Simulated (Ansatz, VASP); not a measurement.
# Two plane-wave programs on In

The input INCAR:

```
ALGO = Fast ; EDIFF = 1E-6
ENCUT = 520 ; GGA = PE
ISIF = 2 ; ISMEAR = 0
LASPH = T ; LCHARG = F
LREAL = F ; LWAVE = F
NBANDS = 12 ; NELM = 80
PREC = Accurate ; SIGMA = 0.15
```

The input KPOINTS:

```
k-points
0
Gamma
  20 20 20
```

File POSCAR:

```
In
1.0
   -1.6241173125      1.6241173125      2.4739500000
    1.6241173125     -1.6241173125      2.4739500000
    1.6281826875      1.6281826875     -2.4739500000
In
1
Direct
    0.0000000000      0.0000000000      0.0000000000
```

Input for Ansatz:

```yaml
crystal:
  lattice:
    - [-1.6241173125, 1.6241173125, 2.47395]
    - [1.6241173125, -1.6241173125, 2.47395]
    - [1.6281826875, 1.6281826875, -2.47395]
  atoms:
    - { symbol: In, position: [0.0, 0.0, 0.0] }
basis:
  ecutwfc: 420
kpoints:
  mp_grid: { grid: [20, 20, 20] }
hamiltonian:
  xc: pbe
scf:
  occupations: { method: gaussian, width: 0.15 }
output:
  forces: true
  stress: true
  eigenvalues: true
```

Change from the starting cell: strain +0.0025 x Voigt [0, 0, 0, 0, 0, 1], atoms carried along.

Alike in both runs: task single point; functional PBE; k mesh 20 × 20 × 20; occupations gaussian, width 0.15 eV; no spin polarisation.

|  | VASP | Ansatz |
| --- | --- | --- |
| version | VASP 6.6.1 | Ansatz 0.2.0 |
| potentials or method | VASP PAW PBE potentials, release 64 (In_d), cutoff 520 eV | scalar-relativistic, plane waves, PAW |
| valence electrons in the cell | 13 | 13 |

VASP gave:

| Property | Result |
| --- | --- |
| gap on the k mesh at the Fermi level (eV) | none |
| pressure (GPa) | 2.0 |
| traceless stress, the component that is largest in VASP (GPa) | -0.22 |

Q: Which values does Ansatz return?

A: gap on the k mesh at the Fermi level (eV): none; pressure (GPa): 2.0; traceless stress, the component that is largest in VASP (GPa): -0.21.

A gap of «none» marks a metal or a gap that the smearing closes. The functional is the same, so the differences come from potentials, cutoffs and numerics.
